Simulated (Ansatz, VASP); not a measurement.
KI in VASP and in Ansatz

```
CELL_PARAMETERS angstrom
0.00000 3.53277 3.53277
3.53277 0.00000 3.53277
3.53277 3.53277 0.00000
ATOMIC_POSITIONS crystal
K 0.00000 0.00000 0.00000
I 0.50000 0.50000 0.50000
```

Alike in both runs: task relaxation of the atoms; functional PBE; k mesh 7 × 7 × 7; occupations fermi-dirac, width 0.02 eV; no spin polarisation.

```csv
,VASP,Ansatz
version,VASP 6.6.1,Ansatz 0.2.0
potentials or method,"VASP PAW PBE potentials, release 64 (K_sv, I)","plane-wave PAW, scalar-relativistic"
plane-wave cutoff (eV),520,420
valence electrons in the cell,16,26
```

```tsv
	VASP	Ansatz	Ansatz less VASP
gap on the k mesh at the Fermi level, each at its own relaxed structure (eV)	3.96	3.97	+0.004
```

VASP's potentials hold 16 valence electrons a cell and Ansatz's 26, so a difference there can come from the potentials and not from the codes. Ansatz's warnings: stress scf threshold loose.

Neither program's run includes spin-orbit coupling. Noted on VASP's run: the relaxation stopped at its first step, so nothing moved.
